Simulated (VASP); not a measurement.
Write the native input for VASP 6.6.1 that does the following.

- Task: single point
- Functional: r2SCAN
- Potentials or basis: VASP PAW PBE potentials, release 64 (Mn_pv, O)
- Cutoff: 520 eV
- k mesh: 10 × 10 × 10
- Occupations: fermi-dirac, width 0.05 eV
- Spin: collinear spin, ferromagnetic start
- Starting moments: [4.0, 0.0] μB
- Hubbard terms: Mn d U = 6.0 eV
- Dipole correction: no
- Further INCAR settings: ALGO = Normal; EDIFF = 1e-07; NBANDS = 20

Crystal: MnO.

```
Mn O
1.0
     0.00000    2.22391    2.22391
     2.22391    0.00000    2.22391
     2.22391    2.22391    0.00000
Mn O
1 1
Cartesian
  0.0000 0.0000 0.0000
  2.2239 2.2239 2.2239
```

The input as run:

POSCAR

```
MnO
1.0
    0.0000000000      2.2239077028      2.2239077028
    2.2239077028      0.0000000000      2.2239077028
    2.2239077028      2.2239077028      0.0000000000
Mn O
1 1
Direct
    0.0000000000      0.0000000000      0.0000000000
    0.5000000000      0.5000000000      0.5000000000
```

INCAR.step1

```
SYSTEM = MnO
PREC = Accurate
ENCUT = 520
ISMEAR = -1
SIGMA = 0.05
LREAL = .False.
LASPH = .True.
NELM = 150
ISPIN = 2
MAGMOM = 4 0
LMAXMIX = 4
LDAU = .True.
LDAUTYPE = 2
LDAUL = 2 -1
LDAUU = 6 0
LDAUJ = 0 0
NBANDS = 20
GGA = PE
ALGO = Normal
EDIFF = 1E-4
LWAVE = .True.
LCHARG = .False.
```

INCAR.step2

```
SYSTEM = MnO
PREC = Accurate
ENCUT = 520
EDIFF = 1E-7
ISMEAR = -1
SIGMA = 0.05
LREAL = .False.
LASPH = .True.
NELM = 150
ALGO = Normal
ISIF = 2
LWAVE = .False.
LCHARG = .True.
ISPIN = 2
MAGMOM = 4 0
LORBIT = 11
LMAXMIX = 4
LDAU = .True.
LDAUTYPE = 2
LDAUL = 2 -1
LDAUU = 6 0
LDAUJ = 0 0
LDAUPRINT = 1
METAGGA = R2SCAN
LMIXTAU = .True.
LELF = .True.
LVHAR = .True.
NBANDS = 20
ISTART = 1
```

KPOINTS

```
Automatic mesh
0
Gamma
  10 10 10
  0 0 0
```

Potentials or basis: VASP PAW PBE potentials, release 64 (Mn_pv, O).

The run is started by

```bash
$ cat potpaw_PBE.64/Mn_pv/POTCAR potpaw_PBE.64/O/POTCAR > POTCAR
$ cp INCAR.step1 INCAR
$ mpirun -np 1 vasp_std > vasp.out
$ cp INCAR.step2 INCAR
$ mpirun -np 1 vasp_std > vasp.out
```

Results of the run:

```
Pressure                                              : 4.3 GPa
Band gap on the k mesh                                : 1.24 eV (least direct gap 3.22 eV)
Net moment                                            : 5.00 μB per cell
Site moments                                          : Mn +4.71; O +0.12 μB
Valence electrons inside the program's atomic spheres : Mn 11.34; O 5.05
```

Caveat: the cell stands under pressure; the PAW data sets were made with another functional, which shifts forces and pressure a little; a cell with one magnetic atom can't hold antiferromagnetic order, which such compounds often take.

It took 68 s on 1 thread of Intel(R) Xeon(R) Platinum 8488C (Sapphire Rapids) (shared host), peak memory 0.17 GiB.
